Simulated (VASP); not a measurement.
Runs of VASP 6.6.1 on Cu. The structure is that of space group Fd-3m (No. 227), or close to it. The cells are those of the table. This isn't the form of Cu at room conditions, which is fcc.

```tsv
task	cell	gap on the mesh (eV)	pressure (GPa)
relaxation of cell and atoms	relaxed to 15 GPa from a = 3.514 Å, angles 60.0°, 2 atoms	none	14.9
single point	a = 3.341 Å, angles 60.0°, 2 atoms	none	45.6
relaxation of cell and atoms	relaxed from a = 3.514 Å, angles 60.0°, 2 atoms	none	0.1
single point	a = 3.712 Å, angles 60.0°, 2 atoms	none	0.3
single point	a = 3.524 Å, angles 60.0°, 2 atoms	none	(a)
```

Alike in all rows: level r2SCAN; potentials or basis VASP PAW PBE potentials, release 64 (Cu); no spin polarisation; k mesh 9 × 9 × 9; cutoff (eV) 660; smearing fermi-dirac 0.1 eV.

Task: Estimate the missing entries.

Result: (a) 15.4.

Caveats: the PAW data sets were made with another functional, which shifts forces and pressure a little; the cell stands under pressure (at least some runs); the cell is relaxed towards a set pressure, so the run minimises the enthalpy, not the energy (at least some runs).

A gap of «none» marks levels without a gap at the run's occupations.
